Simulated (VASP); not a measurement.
A run of VASP 6.6.1:

The input INCAR:

```
  ALGO = Normal
  EDIFF = 1E-7
  ENCUT = 520
  GGA = PE
  ISIF = 2
  ISMEAR = -1
  LASPH = True
  LCHARG = False
  LNONCOLLINEAR = True
  LORBIT = 11
  LREAL = False
  LWAVE = False
  MAGMOM = -0.036 0.113 0.308 0 0 0
  NBANDS = 28
  NELM = 150
  PREC = Accurate
  SIGMA = 0.1
```

KPOINTS

```
k-points
0
Gamma
  6 6 6
```

POSCAR

```
KF
1.0
    3.1924270469      0.0000000000      0.0000000000
    0.0000000000      3.1924270469      0.0000000000
    0.0000000000      0.0000000000      3.1924270469
K F
1 1
Direct
    0.0000000000      0.0000000000      0.0000000000
    0.5000000000      0.5000000000      0.5000000000
```

Potentials or basis: VASP PAW PBE potentials, release 64 (K_sv, F).

The run is started by

```sh
$ cat potpaw_PBE.64/K_sv/POTCAR potpaw_PBE.64/F/POTCAR > POTCAR
$ mpirun -np 1 vasp_ncl > vasp.out
```

Hardware: 1 thread of Intel Xeon 8259CL, with other jobs on the host.

Problem. Estimate the wall time of this run.

Solution. It took 4.7 min on 1 thread of Intel Xeon 8259CL (shared host), peak memory 0.26 GiB. Counts: scf iterations 15, k points 112.
